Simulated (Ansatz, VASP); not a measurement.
# BN in VASP and in Ansatz

```
CELL_PARAMETERS angstrom
0.00000 1.96155 1.82385
1.82385 0.00000 1.82385
1.82385 1.96155 0.00000
ATOMIC_POSITIONS crystal
B 0.00000 0.00000 0.00000
N 0.75000 0.75000 0.75000
```

Alike in both runs: task single point; functional PBE; k mesh 12 × 12 × 12; occupations gaussian, width 0.05 eV; no spin polarisation.

```csv
,VASP,Ansatz
version,VASP 6.6.1,Ansatz 0.2.0
potentials or method,"VASP PAW PBE potentials, release 64 (B, N), cutoff 520 eV","scalar-relativistic, plane waves, PAW"
valence electrons in the cell,8,8
```

```csv
,VASP,Ansatz,Ansatz less VASP
gap on the k mesh at the Fermi level (eV),3.74,3.75,+0.008
least direct gap on the mesh (eV),7.93,7.93,+0.001
```
